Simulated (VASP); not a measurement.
A run of VASP 6.6.1 is set up as follows.

The input INCAR:

```
SYSTEM = Cu
ALGO = Normal
EDIFF = 1E-6
EDIFFG = -0.005
ENCUT = 600
GGA = PE
IBRION = 2
ISIF = 3
ISMEAR = -1
LASPH = .TRUE.
LCHARG = .FALSE.
LREAL = .FALSE.
LWAVE = .FALSE.
NELM = 60
NSW = 60
PREC = Accurate
PSTRESS = 200.0
SIGMA = 0.1
```

KPOINTS

```
k-points
0
G
  19 19 19
  0 0 0
```

The input POSCAR:

```
Cu
1.0
   -1.3900247567      1.3900247567      1.3900247567
    1.3900247567     -1.3900247567      1.3900247567
    1.3900247567      1.3900247567     -1.3900247567
Cu
1
Direct
    0.0000000000      0.0000000000      0.0000000000
```

Potentials or basis: VASP PAW PBE potentials, release 64 (Cu).

Launch:

```bash
$ cat potpaw_PBE.64/Cu/POTCAR > POTCAR
$ mpirun -np 1 vasp_std > vasp.out
```

Problem. Estimate the space group after relaxing (to 0.05 Å).

Solution. Im-3m (No. 229).

Problem. What does it give for the relaxed cell?

Solution. a = 2.411 Å, b = 2.411 Å, c = 2.411 Å, α = 109.47°, β = 109.47°, γ = 109.47°.

Problem. Predict the relaxed volume.

Solution. 10.79 Å³/atom.

Step by step:
| step | energy change (eV) | largest force (eV/Å) | pressure (GPa) | volume (Å³) |
| --- | --- | --- | --- | --- |
| 1 | 0.0000 | 0.0000 | 21.08 | 10.74 |
| 2 | -0.0140 | 0.0000 | 18.90 | 10.86 |
| 3 | -0.0059 | 0.0000 | 20.00 | 10.79 |

Caveat: the cell is relaxed towards a set pressure, so the enthalpy falls and the energy may rise.
